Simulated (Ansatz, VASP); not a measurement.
Two plane-wave programs on Nb2B

```
Nb B
1.0
     4.39753    0.00000    0.00000
    -2.19877    3.80838    0.00000
     0.00000    0.00000    2.67282
Nb B
2 1
Direct
  0.33333 0.66667 0.50000
  0.66667 0.33333 0.50000
  0.00000 0.00000 0.00000
```

Change from the starting cell: species swapped into the MgB2 type (P6/mmm, No. 191).

Alike in both runs: functional PBE; k mesh 6 × 6 × 6; occupations gaussian, width 0.1 eV; no spin polarisation.

Ansatz relaxed the structure, and its values are those at the end. VASP's run is a single point on that final structure, the one shown.

|  | VASP | Ansatz |
| --- | --- | --- |
| version | VASP 6.6.1 | Ansatz 0.2.0 |
| potentials or method | VASP PAW PBE potentials, release 64 (Nb_sv, B), cutoff 520 eV | scalar-relativistic, plane waves, PAW |
| valence electrons in the cell | 29 | 29 |

Ansatz gave:

```
gap on the k mesh at the Fermi level (eV) : none
pressure (GPa)                            : 0.0
```

**Question.** What did VASP give for the same quantities?

**Answer.** gap on the k mesh at the Fermi level (eV): none; pressure (GPa): -0.2.

A gap of «none» marks a metal or a gap that the smearing closes. With one functional, cell and mesh, what is left measures potentials, basis and numerics.

The k mesh is coarse, so the values compare programs but aren't converged.
